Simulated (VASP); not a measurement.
# MgO (P6_3mc) in VASP: further runs

Runs on MgO. Level: PBEsol. Tasks: single point.

All numbers are computed with VASP 6.6.1; they aren't measurements. Logs are shortened: lines on timing, memory, paths and dates and some standing lists are left out, and cuts for length are marked.

**1. The cell of the first run**

The structure is hexagonal, space group P6_3mc (No. 186). The conventional cell has a = 3.303 Å, b = 3.303 Å, c = 5.019 Å, α = 90.00°, β = 90.00°, γ = 120.00°. Mg (site symmetry 3m) has 4 O at 1.98 to 1.99 Å within 2.6 Å. O (site symmetry 3m) has 4 Mg at 1.98 to 1.99 Å within 2.6 Å.

**2. Single point, PBEsol**

Input file INCAR:

```
  ALGO = Normal
  EDIFF = 1E-7
  ENCUT = 520
  GGA = PS
  ISIF = 2
  ISMEAR = 0
  LASPH = True
  LCHARG = False
  LREAL = False
  LWAVE = False
  NBANDS = 16
  NELM = 100
  PREC = Accurate
  SIGMA = 0.02
```

Input file KPOINTS:

```
k-points
0
Gamma
  9 9 6
```

Input file POSCAR:

```
MgO
1.0
    3.3034678116      0.0000000000      0.0000000000
   -1.6517339058      2.8608870454      0.0000000000
    0.0000000000      0.0000000000      5.0193879762
Mg O
2 2
Direct
    0.3333333333      0.6666666667      0.0036583380
    0.6666666667      0.3333333333      0.5036583380
    0.3333333333      0.6666666667      0.4009416620
    0.6666666667      0.3333333333      0.9009416620
```

Potentials or basis: VASP PAW PBE potentials, release 64 (Mg, O).

Run with:

```bash
cat potpaw_PBE.64/Mg/POTCAR potpaw_PBE.64/O/POTCAR > POTCAR
mpirun -np 1 vasp_std > vasp.out
```

OUTCAR:

```text
EDIFF = 1E-7
   ENCUT = 520
   GGA = PS
   ISIF = 2
   ISMEAR = 0
   LASPH = True
   LREAL = False
   NELM = 100
   PREC = Accurate

 ion  position               nearest neighbor table
   1  0.333  0.667  0.004-   4 1.98   4 1.98   4 1.98   3 1.99   2 3.15   2 3.15   2 3.15   2 3.15
                             2 3.15   2 3.15
   2  0.667  0.333  0.504-   3 1.98   3 1.98   3 1.98   4 1.99   1 3.15   1 3.15   1 3.15   1 3.15
                             1 3.15   1 3.15
   3  0.333  0.667  0.401-   2 1.98   2 1.98   2 1.98   1 1.99
   4  0.667  0.333  0.901-   1 1.98   1 1.98   1 1.98   2 1.99

  LATTYP: Found a hexagonal cell.
 ALAT       =     3.3034678116
 C/A-ratio  =     1.5194299634

  Lattice vectors:

 A1 = (   3.3034678116,   0.0000000000,   0.0000000000)
 A2 = (  -1.6517339058,   2.8608870454,   0.0000000000)
 A3 = (   0.0000000000,   0.0000000000,   5.0193879762)

Analysis of symmetry for initial positions (statically):
=====================================================================
 Subroutine PRICEL returns:
 Original cell was already a primitive cell.

 Routine SETGRP: Setting up the symmetry group for a
 hexagonal supercell.

 Subroutine GETGRP returns: Found 12 space group operations
 (whereof  6 operations were pure point group operations)
 out of a pool of 24 trial point group operations.

The static configuration has the point symmetry C_3v.
 The point group associated with its full space group is C_6v.

Analysis of symmetry for dynamics (positions and initial velocities):
=====================================================================
 Subroutine PRICEL returns:
 Original cell was already a primitive cell.

 Routine SETGRP: Setting up the symmetry group for a
 hexagonal supercell.

 Subroutine GETGRP returns: Found 12 space group operations
 (whereof  6 operations were pure point group operations)
 out of a pool of 24 trial point group operations.

The dynamic configuration has the point symmetry C_3v.
 The point group associated with its full space group is C_6v.

 Subroutine INISYM returns: Found 12 space group operations
 (whereof  6 operations are pure point group operations),
 and found     1 'primitive' translations

----------------------------------------------------------------------------------------

                                     Primitive cell

  volume of cell :      47.4375

  direct lattice vectors                    reciprocal lattice vectors
     3.303467812  0.000000000  0.000000000     0.302712197  0.174770969  0.000000000
    -1.651733906  2.860887045  0.000000000     0.000000000  0.349541937  0.000000000
     0.000000000  0.000000000  5.019387976     0.000000000  0.000000000  0.199227476

  length of vectors
     3.303467812  3.303467812  5.019387976     0.349541937  0.349541937  0.199227476

  position of ions in fractional coordinates (direct lattice)
     0.333333333  0.666666667  0.003658338
     0.666666667  0.333333333  0.503658338
     0.333333333  0.666666667  0.400941662
     0.666666667  0.333333333  0.900941662

  ion indices of the primitive-cell ions
   primitive index   ion index
                 1           1
                 2           2
                 3           3
                 4           4

----------------------------------------------------------------------------------------

 KPOINTS: k-points

Automatic generation of k-mesh.
 Grid dimensions read from file:
 generate k-points for:    9    9    6

 Generating k-lattice:

  Cartesian coordinates                     Fractional coordinates (reciprocal lattice)
     0.033634689  0.019418997  0.000000000     0.111111111 -0.000000000  0.000000000
     0.000000000  0.038837993  0.000000000     0.000000000  0.111111111  0.000000000
     0.000000000  0.000000000  0.033204579     0.000000000  0.000000000  0.166666667

  Length of vectors
     0.038837993  0.038837993  0.033204579

  Shift w.r.t. Gamma in fractional coordinates (k-lattice)
     0.000000000  0.000000000  0.000000000

 Subroutine IBZKPT returns following result:
 ===========================================

 Found     48 irreducible k-points:

 Following reciprocal coordinates:
            Coordinates               Weight
  0.000000  0.000000  0.000000      1.000000
  0.111111  0.000000  0.000000      6.000000
  0.222222  0.000000  0.000000      6.000000
  0.333333  0.000000  0.000000      6.000000
  0.444444  0.000000  0.000000      6.000000
  0.111111  0.111111  0.000000      6.000000
[... 16 lines left out ...]
  0.333333  0.222222  0.166667     24.000000
  0.333333  0.333333  0.166667      4.000000
 [... further k-points ...]
   k-points           NKPTS =     48   k-points in BZ     NKDIM =     48   number of bands    NBANDS=     16
   number of dos      NEDOS =    301   number of ions     NIONS =      4
   total plane-waves  NPLWV =  31360
   dimension x,y,z NGX =    28 NGY =   28 NGZ =   40
   dimension x,y,z NGXF=    56 NGYF=   56 NGZF=   80
   ions per type =               2   2
   NGX,Y,Z   is equivalent  to a cutoff of  14.09, 14.09, 13.25 a.u.
   NGXF,Y,Z  is equivalent  to a cutoff of  28.18, 28.18, 26.50 a.u.
 SYSTEM =  unknown system
   PREC   = accura    normal or accurate (medium, high low for compatibility)
   ISTART =      0    job   : 0-new  1-cont  2-samecut
   ICHARG =      2    charge: 1-file 2-atom 10-const
   ISPIN  =      1    spin polarized calculation?
   LNONCOLLINEAR =      F non collinear calculations
   LSORBIT =      F    spin-orbit coupling
   LASPH  =      T    aspherical Exc in radial PAW
   ENCUT  =  520.0 eV  38.22 Ry    6.18 a.u.   6.14  6.14  9.33*2*pi/ulx,y,z
   NELM   =    100;   NELMIN=  2; NELMDL= -5     # of ELM steps
   EDIFF  = 0.1E-06   stopping-criterion for ELM
   LREAL  =      F    real-space projection
   EDIFFG = 0.1E-05   stopping-criterion for IOM
   NSW    =      0    number of steps for IOM
   IBRION =     -1    ionic relax: 0-MD 1-quasi-New 2-CG
   NFREE  =      0    steps in history (QN), initial steepest desc. (CG)
   ISIF   =      2    stress and relaxation
   ISYM   =      2    0-nonsym 1-usesym 2-fastsym
   POTIM  = 0.5000    time-step for ionic-motion
   TEBEG  =    0.0;   TEEND  =   0.0 temperature during run
   PSTRESS=    0.0 pullay stress
   NELECT =      16.0000    total number of electrons
   NUPDOWN=      -1.0000    fix difference up-down
   EMIN   =  10.00;   EMAX   =-10.00  energy-range for DOS
   EFERMI =   0.00;   METHOD = LEGACY
   ISMEAR =     0;   SIGMA  =   0.02  broadening in eV -4-tet -1-fermi 0-gaus
   EFERMI_NEDOS =   21; number of points for ismear=-14 and -15
   IALGO  =     38    algorithm
   IMIX   =      4    mixing-type and parameters
     AMIX     =   0.40;   BMIX     =  1.00
     AMIX_MAG =   1.60;   BMIX_MAG =  1.00
  volume/ion in A,a.u.               =      11.86        80.03
  Fermi-wavevector in a.u.,A,eV,Ry     =   1.139570  2.153475 17.668792  1.298620
  Thomas-Fermi vector in A             =   2.276273
   LORBIT       =      0    0 simple, 1 ext, 2 COOP (PROOUT), +10 PAW based schemes
   GGA     = PS    functional components
   LHFCALC =     F    Hartree Fock is set to
   AEXX    =    0.0000 exact exchange contribution
   IVDW    =     0    specifies the selected vdW correction
   LEPSILON=     F    determine dielectric tensor
   LRPA    =     F    only Hartree local field effects (RPA)
 non-spin polarized calculation
 Gauss-broadening in eV      SIGMA  =   0.02
  energy-cutoff  :      520.00
  volume of cell :       47.44
 maximum number of plane-waves:      1296
 NGX is ok and might be reduce to    28
   NGX = 13   NGY = 13   NGZ = 19

 number of electron      15.9999997 magnetization

 Free energy of the ion-electron system (eV)
  ---------------------------------------------------
  ext. energy  EPLUGINS =         0.00000000
  ---------------------------------------------------
  free energy    TOTEN  =       -24.55049493 eV

  energy without entropy =      -24.55049493  energy(sigma->0) =      -24.55049493

 E-fermi :   1.0804     XC(G=0):  -9.9578

 val. band max:        0.9706268272   @ k =   0.0000   0.0000   0.0000
 cond. band min:       4.3254072798   @ k =   0.0000   0.0000   0.0000
 fundamental gap:      3.3547804526
 Fermi energy:         1.0803602108

 k-point     1 :       0.0000    0.0000    0.0000
  band No.  band energies     occupation
      1     -15.1768      2.00000
      2     -14.3684      2.00000
      3      -2.3304      2.00000
      4       0.2375      2.00000
      5       0.2375      2.00000
      6       0.5663      2.00000
[... 8 lines left out ...]
     15      17.3481      0.00000
     16      17.3481      0.00000

 k-point     2 :       0.1111    0.0000    0.0000
  band No.  band energies     occupation
      1     -15.1145      2.00000
      2     -14.3469      2.00000
      3      -2.2090      2.00000
      4      -0.0742      2.00000
      5       0.1551      2.00000
      6       0.1886      2.00000
[... 8 lines left out ...]
     15      17.0372      0.00000
     16      17.2824      0.00000

 k-point     3 :       0.2222    0.0000    0.0000
  band No.  band energies     occupation
      1     -14.9463      2.00000
      2     -14.2985      2.00000
      3      -1.8670      2.00000
      4      -0.8889      2.00000
      5      -0.3779      2.00000
      6      -0.0185      2.00000
[... 8 lines left out ...]
     15      15.9373      0.00000
     16      16.3174      0.00000

 k-point     4 :       0.3333    0.0000    0.0000
  band No.  band energies     occupation
      1     -14.7284      2.00000
      2     -14.2620      2.00000
      3      -1.6652      2.00000
      4      -1.3609      2.00000
      5      -0.8792      2.00000
      6      -0.1863      2.00000
[... 8 lines left out ...]
     15      15.2683      0.00000
     16      16.4792      0.00000
[... 324 lines left out ...]
 k-point    22 :       0.2222    0.2222    0.1667
  band No.  band energies     occupation
      1     -14.5953      2.00000
      2     -14.2795      2.00000
      3      -1.6798      2.00000
      4      -1.5255      2.00000
      5      -0.5409      2.00000
      6      -0.4830      2.00000
[... 8 lines left out ...]
     15      14.7116      0.00000
     16      17.2937      0.00000

 k-point    23 :       0.3333    0.2222    0.1667
  band No.  band energies     occupation
      1     -14.4483      2.00000
      2     -14.2933      2.00000
      3      -1.8781      2.00000
      4      -1.3457      2.00000
      5      -0.9095      2.00000
      6      -0.2772      2.00000
[... 8 lines left out ...]
     15      14.4270      0.00000
     16      17.2875      0.00000

 k-point    24 :       0.3333    0.3333    0.1667
  band No.  band energies     occupation
      1     -14.3478      2.00000
      2     -14.3478      2.00000
      3      -1.7209      2.00000
      4      -1.2237      2.00000
      5      -1.2237      2.00000
      6      -0.4496      2.00000
[... 8 lines left out ...]
     15      14.2767      0.00000
     16      18.1700      0.00000

 [... further k-points ...]
[... 5 lines left out ...]
  --------------------------------------------------------------------------------------
  -------------------------------------------------------------------------------------
  Total       -0.0954051     -0.0954051     -0.0860508      0.0000000      0.0000000      0.0000000
  in kB       -3.2222618     -3.2222618     -2.9063231      0.0000000      0.0000000      0.0000000
  external PRESSURE =      -3.1169489 kB  Pullay stress =       0.0000000 kB

 VOLUME and BASIS-vectors are now :
 -----------------------------------------------------------------------------
  energy-cutoff  :      520.00
  volume of cell :       47.44
      direct lattice vectors                 reciprocal lattice vectors
     3.303467812  0.000000000  0.000000000     0.302712197  0.174770969  0.000000000
    -1.651733906  2.860887045  0.000000000     0.000000000  0.349541937  0.000000000
     0.000000000  0.000000000  5.019387976     0.000000000  0.000000000  0.199227476

 POSITION                                       TOTAL-FORCE (eV/Angst)
 -----------------------------------------------------------------------------------
     -0.00000      1.90726      0.01836         0.000000      0.000000      0.002924
      1.65173      0.95363      2.52806         0.000000     -0.000000      0.002924
     -0.00000      1.90726      2.01248        -0.000000      0.000000     -0.002924
      1.65173      0.95363      4.52218         0.000000      0.000000     -0.002924
 -----------------------------------------------------------------------------------
    total drift:                               -0.000000      0.000000      0.000886

  FREE ENERGIE OF THE ION-ELECTRON SYSTEM (eV)
  ---------------------------------------------------
  free  energy   TOTEN  =       -24.5504949298 eV

  energy  without entropy=      -24.5504949298  energy(sigma->0) =      -24.55049493
```

Wall time 29 s (1 thread of Intel Xeon 6975P-C (Granite Rapids), shared host); peak memory 0.19 GiB.

What came out:

| Property | Result |
| --- | --- |
| Free energy | -24.5505 eV |
| Pressure | -0.3 GPa |
| Band gap on the k mesh | 3.35 eV, direct |

Forces in eV/Å, atoms in the order of the input:
```
Mg   0.000  0.000  0.003
Mg   0.000  0.000  0.003
O    0.000  0.000 -0.003
O    0.000  0.000 -0.003
```

Levels at points of the mesh, in eV from the valence-band top:
| k point | band 5 | band 6 | band 7 | band 8 | band 9 | band 10 | band 11 | band 12 |
| --- | --- | --- | --- | --- | --- | --- | --- | --- |
| (0.00, 0.00, 0.00) | -0.73 | -0.40 | -0.40 | 0.00 | 3.35 | 8.39 | 10.16 | 14.02 |
| (0.00, 0.00, 0.50) | -0.57 | -0.57 | -0.57 | -0.57 | 5.86 | 5.86 | 13.03 | 13.03 |

Caveat: the PAW data sets were made with another functional, which shifts forces and pressure a little. A k mesh can miss the band edges.

**3. Single point, PBEsol**

Input file INCAR:

```
ALGO = Normal
EDIFF = 1E-7
ENCUT = 520
GGA = PS
ISIF = 2
ISMEAR = 0
LASPH = T
LCHARG = T
LELF = T
LREAL = F
LVHAR = T
LWAVE = F
NBANDS = 16
NELM = 60
PREC = Accurate
SIGMA = 0.05
```

KPOINTS is that of step 2.

POSCAR is that of step 2.

Potentials or basis: VASP PAW PBE potentials, release 64 (Mg, O).

Run with:

```bash
cat potpaw_PBE.64/Mg/POTCAR potpaw_PBE.64/O/POTCAR > POTCAR
mpirun -np 1 vasp_std > vasp.out
```

Wall time 27 s (1 thread of Intel Xeon 6975P-C (Granite Rapids), shared host); peak memory 0.19 GiB.

The run converged. Its results:

```
Free energy            : -24.5505 eV
Pressure               : -0.3 GPa
Band gap on the k mesh : 3.35 eV, direct
```

Forces in eV/Å, atoms in the order of the input:
```
Mg   0.000  0.000  0.003
Mg   0.000  0.000  0.003
O    0.000  0.000 -0.003
O    0.000  0.000 -0.003
```

Levels at points of the mesh, in eV from the valence-band top:
| k point | band 6 | band 7 | band 8 | band 9 | band 10 | band 11 |
| --- | --- | --- | --- | --- | --- | --- |
| (0.00, 0.00, 0.00) | -0.40 | -0.40 | 0.00 | 3.35 | 8.39 | 10.16 |
| (0.00, 0.00, 0.50) | -0.57 | -0.57 | -0.57 | 5.86 | 5.86 | 13.03 |

Caveat: the PAW data sets were made with another functional, which shifts forces and pressure a little. A k mesh can miss the band edges.
